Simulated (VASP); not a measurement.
# TePb (Fm-3m) in VASP: notebook

Runs on TePb. Level: HSE06. Tasks: single point.

All numbers are computed with VASP 6.6.1; they aren't measurements. Logs are shortened: lines on timing, memory, paths and dates and some standing lists are left out, and cuts for length are marked.

## 1. The cell of the first run

The structure is cubic, space group Fm-3m (No. 225). Conventional cell: a = 6.536 Å, b = 6.536 Å, c = 6.536 Å, α = 90.00°, β = 90.00°, γ = 90.00°. Within 4.3 Å of Pb (site symmetry m-3m) lie 6 Te at 3.27 Å. Within 4.3 Å of Te (site symmetry m-3m) lie 6 Pb at 3.27 Å.

## 2. Single point, HSE06

The input, POSCAR:

```
TePb
1.0
    0.0000000000      3.2678368520      3.2678368520
    3.2678368520      0.0000000000      3.2678368520
    3.2678368520      3.2678368520      0.0000000000
Pb Te
1 1
Direct
    0.0000000000      0.0000000000      0.0000000000
    0.5000000000      0.5000000000      0.5000000000
```

The input, INCAR.step1:

```
SYSTEM = TePb
  ALGO = Normal
  EDIFF = 1E-5
  ENCUT = 400
  GGA = PE
  GGA_COMPAT = .FALSE.
  ISIF = 2
  ISMEAR = 0
  LASPH = .TRUE.
  LREAL = .FALSE.
  LWAVE = .TRUE.
  NBANDS = 17
  NELM = 120
  PREC = Accurate
  SIGMA = 0.01
```

The input, INCAR.step2:

```
SYSTEM = TePb
  ALGO = Normal
  EDIFF = 1E-6
  ENCUT = 400
  GGA = PE
  GGA_COMPAT = .FALSE.
  HFSCREEN = 0.2079
  ISIF = 2
  ISMEAR = 0
  ISTART = 1
  LASPH = .TRUE.
  LCHARG = .TRUE.
  LELF = .TRUE.
  LHFCALC = .TRUE.
  LREAL = .FALSE.
  LVHAR = .TRUE.
  LWAVE = .FALSE.
  NBANDS = 17
  NELM = 120
  PREC = Accurate
  PRECFOCK = Normal
  SIGMA = 0.01
```

The input, KPOINTS:

```
k-points
0
G
  6 6 6
  0 0 0
```

Potentials or basis: VASP PAW PBE potentials, release 64 (Pb_d, Te).

On the command line:

```
cat potpaw_PBE.64/Pb_d/POTCAR potpaw_PBE.64/Te/POTCAR > POTCAR
cp INCAR.step1 INCAR
mpirun -np 1 vasp_std > vasp.out
cp INCAR.step2 INCAR
mpirun -np 1 vasp_std > vasp.out
```

OUTCAR:

```text
SYSTEM = TePb
   EDIFF = 1E-6
   ENCUT = 400
   GGA = PE
   HFSCREEN = 0.2079
   ISIF = 2
   ISMEAR = 0
   ISTART = 1
   LASPH = .TRUE.
   LHFCALC = .TRUE.
   LREAL = .FALSE.
   NELM = 120
   PREC = Accurate
   PRECFOCK = Normal

 ion  position               nearest neighbor table
   1  0.000  0.000  0.000-   2 3.27   2 3.27   2 3.27   2 3.27   2 3.27   2 3.27
   2  0.500  0.500  0.500-   1 3.27   1 3.27   1 3.27   1 3.27   1 3.27   1 3.27

  LATTYP: Found a face centered cubic cell.
 ALAT       =     6.5356737040

  Lattice vectors:

 A1 = (   0.0000000000,   3.2678368520,   3.2678368520)
 A2 = (   3.2678368520,   0.0000000000,   3.2678368520)
 A3 = (   3.2678368520,   3.2678368520,   0.0000000000)

Analysis of symmetry for initial positions (statically):
=====================================================================
 Subroutine PRICEL returns:
 Original cell was already a primitive cell.

 Routine SETGRP: Setting up the symmetry group for a
 face centered cubic supercell.

 Subroutine GETGRP returns: Found 48 space group operations
 (whereof 48 operations were pure point group operations)
 out of a pool of 48 trial point group operations.

The static configuration has the point symmetry O_h .

Analysis of symmetry for dynamics (positions and initial velocities):
=====================================================================
 Subroutine PRICEL returns:
 Original cell was already a primitive cell.

 Routine SETGRP: Setting up the symmetry group for a
 face centered cubic supercell.

 Subroutine GETGRP returns: Found 48 space group operations
 (whereof 48 operations were pure point group operations)
 out of a pool of 48 trial point group operations.

The dynamic configuration has the point symmetry O_h .

 Subroutine INISYM returns: Found 48 space group operations
 (whereof 48 operations are pure point group operations),
 and found     1 'primitive' translations

----------------------------------------------------------------------------------------

                                     Primitive cell

  volume of cell :      69.7929

  direct lattice vectors                    reciprocal lattice vectors
     0.000000000  3.267836852  3.267836852    -0.153006415  0.153006415  0.153006415
     3.267836852  0.000000000  3.267836852     0.153006415 -0.153006415  0.153006415
     3.267836852  3.267836852  0.000000000     0.153006415  0.153006415 -0.153006415

  length of vectors
     4.621419196  4.621419196  4.621419196     0.265014884  0.265014884  0.265014884

  position of ions in fractional coordinates (direct lattice)
     0.000000000  0.000000000  0.000000000
     0.500000000  0.500000000  0.500000000

  ion indices of the primitive-cell ions
   primitive index   ion index
                 1           1
                 2           2

----------------------------------------------------------------------------------------

 KPOINTS: k-points

Automatic generation of k-mesh.
 Grid dimensions read from file:
 generate k-points for:    6    6    6

 Generating k-lattice:

  Cartesian coordinates                     Fractional coordinates (reciprocal lattice)
    -0.025501069  0.025501069  0.025501069     0.166666667  0.000000000  0.000000000
     0.025501069 -0.025501069  0.025501069     0.000000000  0.166666667  0.000000000
     0.025501069  0.025501069 -0.025501069     0.000000000  0.000000000  0.166666667

  Length of vectors
     0.044169147  0.044169147  0.044169147

  Shift w.r.t. Gamma in fractional coordinates (k-lattice)
     0.000000000  0.000000000  0.000000000

 Subroutine IBZKPT returns following result:
 ===========================================

 Found     16 irreducible k-points:

 Following reciprocal coordinates:
            Coordinates               Weight
  0.000000  0.000000  0.000000      1.000000
  0.166667  0.000000  0.000000      8.000000
  0.333333  0.000000  0.000000      8.000000
  0.500000  0.000000  0.000000      4.000000
  0.166667  0.166667  0.000000      6.000000
  0.333333  0.166667  0.000000     24.000000
[... 8 lines left out ...]
 -0.333333  0.333333  0.166667     24.000000
 -0.333333  0.500000  0.166667     12.000000
   k-points           NKPTS =     16   k-points in BZ     NKDIM =    216   number of bands    NBANDS=     17
   number of dos      NEDOS =    301   number of ions     NIONS =      2
   total plane-waves  NPLWV =  27000
   dimension x,y,z NGX =    30 NGY =   30 NGZ =   30
   dimension x,y,z NGXF=    60 NGYF=   60 NGZF=   60
   ions per type =               1   1
   NGX,Y,Z   is equivalent  to a cutoff of  10.79, 10.79, 10.79 a.u.
   NGXF,Y,Z  is equivalent  to a cutoff of  21.58, 21.58, 21.58 a.u.
 SYSTEM =  TePb
   PREC   = accura    normal or accurate (medium, high low for compatibility)
   ISTART =      1    job   : 0-new  1-cont  2-samecut
   ICHARG =      0    charge: 1-file 2-atom 10-const
   ISPIN  =      1    spin polarized calculation?
   LNONCOLLINEAR =      F non collinear calculations
   LSORBIT =      F    spin-orbit coupling
   LASPH  =      T    aspherical Exc in radial PAW
   ENCUT  =  400.0 eV  29.40 Ry    5.42 a.u.   7.54  7.54  7.54*2*pi/ulx,y,z
   NELM   =    120;   NELMIN=  2; NELMDL=  0     # of ELM steps
   EDIFF  = 0.1E-05   stopping-criterion for ELM
   LREAL  =      F    real-space projection
   EDIFFG = 0.1E-04   stopping-criterion for IOM
   NSW    =      0    number of steps for IOM
   IBRION =     -1    ionic relax: 0-MD 1-quasi-New 2-CG
   NFREE  =      0    steps in history (QN), initial steepest desc. (CG)
   ISIF   =      2    stress and relaxation
   ISYM   =      3    0-nonsym 1-usesym 2-fastsym
   POTIM  = 0.5000    time-step for ionic-motion
   TEBEG  =    0.0;   TEEND  =   0.0 temperature during run
   PSTRESS=    0.0 pullay stress
   NELECT =      20.0000    total number of electrons
   NUPDOWN=      -1.0000    fix difference up-down
   EMIN   =  10.00;   EMAX   =-10.00  energy-range for DOS
   EFERMI =   0.00;   METHOD = LEGACY
   ISMEAR =     0;   SIGMA  =   0.01  broadening in eV -4-tet -1-fermi 0-gaus
   EFERMI_NEDOS =   21; number of points for ismear=-14 and -15
   IALGO  =     38    algorithm
   IMIX   =      1    mixing-type and parameters
     AMIX     =   0.40;   BMIX     =  1.00
     AMIX_MAG =   1.60;   BMIX_MAG =  1.00
  volume/ion in A,a.u.               =      34.90       235.49
  Fermi-wavevector in a.u.,A,eV,Ry     =   1.079314  2.039608 15.849680  1.164919
  Thomas-Fermi vector in A             =   2.215276
   LORBIT       =      0    0 simple, 1 ext, 2 COOP (PROOUT), +10 PAW based schemes
   GGA     = PE    functional components
   LHFCALC =     T    Hartree Fock is set to
   PRECFOCK=normal    Normal, Fast or Accurate (Low or Medium for compatibility)
   ENCUT4O =  -1.0   cutoff for four orbital integrals eV
   NKREDX  =     1    reduce k-point grid by
   NKREDY  =     1    reduce k-point grid by
   NKREDZ  =     1    reduce k-point grid by
   AEXX    =    0.2500 exact exchange contribution
   HFSCREEN=    0.2079 screening length (either q_TF or 0.3 A-1)
   HFSCREENC=   0.2079 screening length for correlation (either q_TF or 0.3 A-1)
   ENCUTFOCK=  -1.0 apply spherical cutoff to Coloumb kernel
   IVDW    =     0    specifies the selected vdW correction
   LEPSILON=     F    determine dielectric tensor
   LRPA    =     F    only Hartree local field effects (RPA)
 non-spin polarized calculation
 Gauss-broadening in eV      SIGMA  =   0.01
  energy-cutoff  :      400.00
  volume of cell :       69.79
 maximum number of plane-waves:      1303
  NGX = 24; NGY = 24; NGZ = 24

 number of electron      20.0000012 magnetization

 Free energy of the ion-electron system (eV)
  ---------------------------------------------------
  ext. energy  EPLUGINS =         0.00000000
  ---------------------------------------------------
  free energy    TOTEN  =        -8.97607071 eV

  energy without entropy =       -8.97607071  energy(sigma->0) =       -8.97607071

 E-fermi :   4.9722     XC(G=0):  -7.6394

 val. band max:        4.9081669745   @ k =   0.5000   0.0000   0.0000
 cond. band min:       6.0707205581   @ k =   0.5000   0.0000   0.0000
 fundamental gap:      1.1625535836
 Fermi energy:         4.9721996713

 k-point     1 :       0.0000    0.0000    0.0000
  band No.  band energies     occupation
      1     -13.5874      2.00000
      2     -13.5874      2.00000
      3     -13.5730      2.00000
      4     -13.5730      2.00000
      5     -13.5730      2.00000
      6      -8.0601      2.00000
[... 9 lines left out ...]
     16      11.3618      0.00000
     17      12.9845      0.00000

 k-point     2 :       0.1667    0.0000    0.0000
  band No.  band energies     occupation
      1     -13.5908      2.00000
      2     -13.5908      2.00000
      3     -13.5725      2.00000
      4     -13.5698      2.00000
      5     -13.5698      2.00000
      6      -7.8102      2.00000
[... 9 lines left out ...]
     16      11.8940      0.00000
     17      14.5689      0.00000

 k-point     3 :       0.3333    0.0000    0.0000
  band No.  band energies     occupation
      1     -13.5984      2.00000
      2     -13.5984      2.00000
      3     -13.5715      2.00000
      4     -13.5624      2.00000
      5     -13.5624      2.00000
      6      -7.1327      2.00000
[... 9 lines left out ...]
     16      13.3150      0.00000
     17      16.6355      0.00000

 k-point     4 :       0.5000    0.0000    0.0000
  band No.  band energies     occupation
      1     -13.6024      2.00000
      2     -13.6024      2.00000
      3     -13.5711      2.00000
      4     -13.5585      2.00000
      5     -13.5585      2.00000
      6      -6.5660      2.00000
[... 9 lines left out ...]
     16      14.9759      0.00000
     17      14.9759      0.00000
[... 183 lines left out ...]
      1     -13.6183      2.00000
      2     -13.5901      2.00000
      3     -13.5729      2.00000
      4     -13.5600      2.00000
      5     -13.5568      2.00000
      6      -6.6493      2.00000
[... 9 lines left out ...]
     16      14.7672      0.00000
     17      15.1957      0.00000

 k-point    15 :      -0.3333    0.3333    0.1667
  band No.  band energies     occupation
      1     -13.6207      2.00000
      2     -13.5932      2.00000
      3     -13.5670      2.00000
      4     -13.5648      2.00000
      5     -13.5536      2.00000
      6      -6.2648      2.00000
[... 9 lines left out ...]
     16      16.0106      0.00000
     17      16.1746      0.00000

 k-point    16 :      -0.3333    0.5000    0.1667
  band No.  band energies     occupation
      1     -13.6320      2.00000
      2     -13.5865      2.00000
      3     -13.5742      2.00000
      4     -13.5588      2.00000
      5     -13.5507      2.00000
      6      -6.1956      2.00000
[... 9 lines left out ...]
     16      16.3211      0.00000
     17      17.1984      0.00000

------------------------ aborting loop because EDIFF is reached ----------------------------------------

  FORCE on cell =-STRESS in cart. coord.  units (eV):
  Direction    XX          YY          ZZ          XY          YZ          ZX
  --------------------------------------------------------------------------------------
  -------------------------------------------------------------------------------------
  Total       -0.2300831     -0.2300831     -0.2300831      0.0000000      0.0000000      0.0000000
  in kB       -5.2818263     -5.2818263     -5.2818263      0.0000000      0.0000000      0.0000000
  external PRESSURE =      -5.2818263 kB  Pullay stress =       0.0000000 kB

 VOLUME and BASIS-vectors are now :
 -----------------------------------------------------------------------------
  energy-cutoff  :      400.00
  volume of cell :       69.79
      direct lattice vectors                 reciprocal lattice vectors
     0.000000000  3.267836852  3.267836852    -0.153006415  0.153006415  0.153006415
     3.267836852  0.000000000  3.267836852     0.153006415 -0.153006415  0.153006415
     3.267836852  3.267836852  0.000000000     0.153006415  0.153006415 -0.153006415

 POSITION                                       TOTAL-FORCE (eV/Angst)
 -----------------------------------------------------------------------------------
      0.00000      0.00000      0.00000         0.000000      0.000000      0.000000
      3.26784      3.26784      3.26784        -0.000000     -0.000000     -0.000000
 -----------------------------------------------------------------------------------
    total drift:                               -0.000000     -0.000003     -0.000001

  FREE ENERGIE OF THE ION-ELECTRON SYSTEM (eV)
  ---------------------------------------------------
  free  energy   TOTEN  =        -8.9760707129 eV

  energy  without entropy=       -8.9760707129  energy(sigma->0) =       -8.97607071
```

Wall time 73 min (1 thread of Intel Xeon 8259CL, shared host); peak memory 0.3 GiB.

What came out:

```yaml
Free_energy: -8.9761 eV
Pressure: -0.5 GPa
Band_gap_on_the_k_mesh: 1.16 eV
```

Caveat: the structure was generated, so it needn't be the stable form of TePb; the PAW data sets were made with another functional, which shifts forces and pressure a little; spin-orbit coupling is left out, which moves the levels of the heavy elements. A k mesh can miss the band edges.

## 3. Single point, HSE06 (strain +2.0%)

The input, POSCAR:

```
TePb
1.0
    0.0000000000      3.3331935890      3.3331935890
    3.3331935890      0.0000000000      3.3331935890
    3.3331935890      3.3331935890      0.0000000000
Pb Te
1 1
Direct
    0.0000000000      0.0000000000      0.0000000000
    0.5000000000      0.5000000000      0.5000000000
```

The input, INCAR.step1:

```
ALGO     = Normal         # electronic algorithm
EDIFF    = 1E-5           # SCF threshold, eV
ENCUT    = 400            # plane-wave cutoff, eV
GGA      = PE             # functional
GGA_COMPAT= False        
ISIF     = 2              # what is computed and relaxed
ISMEAR   = 0              # smearing method
LASPH    = True           # aspherical terms in the spheres
LCHARG   = False          # write CHGCAR
LREAL    = False          # projectors in reciprocal space
LWAVE    = True           # write WAVECAR
NBANDS   = 17             # bands
NELM     = 120            # most SCF steps
PREC     = Accurate       # precision mode
SIGMA    = 0.01           # smearing width, eV
```

The input, INCAR.step2:

```
ALGO     = Normal         # electronic algorithm
EDIFF    = 1E-6           # SCF threshold, eV
ENCUT    = 400            # plane-wave cutoff, eV
GGA      = PE             # functional
GGA_COMPAT= False        
HFSCREEN = 0.2079         # screening, 1/A
ISIF     = 2              # what is computed and relaxed
ISMEAR   = 0              # smearing method
ISTART   = 1            
LASPH    = True           # aspherical terms in the spheres
LCHARG   = False          # write CHGCAR
LHFCALC  = True           # exact exchange
LREAL    = False          # projectors in reciprocal space
LWAVE    = False          # write WAVECAR
NBANDS   = 17             # bands
NELM     = 120            # most SCF steps
PREC     = Accurate       # precision mode
PRECFOCK = Normal       
SIGMA    = 0.01           # smearing width, eV
```

The input, KPOINTS:

```
k-points
0
Gamma
  6 6 6
```

Potentials or basis: VASP PAW PBE potentials, release 64 (Pb_d, Te).

On the command line:

```
cat potpaw_PBE.64/Pb_d/POTCAR potpaw_PBE.64/Te/POTCAR > POTCAR
cp INCAR.step1 INCAR
mpirun -np 1 vasp_std > vasp.out
cp INCAR.step2 INCAR
mpirun -np 1 vasp_std > vasp.out
```

Wall time 58 min (1 thread of AMD EPYC 7R43 (Zen 3), shared host); peak memory 0.27 GiB.

Results (log left out):

- Free energy: -8.9343 eV
- Pressure: -2.6 GPa
- Band gap on the k mesh: 1.29 eV

Levels at points of the mesh, in eV from the valence-band top:
| k point | band 6 | band 7 | band 8 | band 9 | band 10 | band 11 | band 12 | band 13 | band 14 | band 15 |
| --- | --- | --- | --- | --- | --- | --- | --- | --- | --- | --- |
| (0.00, 0.00, 0.00) | -12.46 | -6.15 | -1.19 | -1.19 | -1.19 | 4.66 | 4.66 | 4.66 | 6.60 | 6.60 |
| (0.50, 0.00, 0.00) | -11.12 | -8.87 | -0.78 | -0.78 | 0.00 | 1.29 | 1.90 | 1.90 | 9.05 | 9.84 |
| (0.50, 0.50, 0.00) | -10.92 | -7.69 | -4.28 | -2.60 | -2.60 | 4.14 | 5.94 | 5.94 | 7.07 | 10.74 |

Caveat: the cell differs from its parent crystal (strain +2.0%); the structure was generated, so it needn't be the stable form of TePb; the PAW data sets were made with another functional, which shifts forces and pressure a little; spin-orbit coupling is left out, which moves the levels of the heavy elements. A k mesh can miss the band edges.
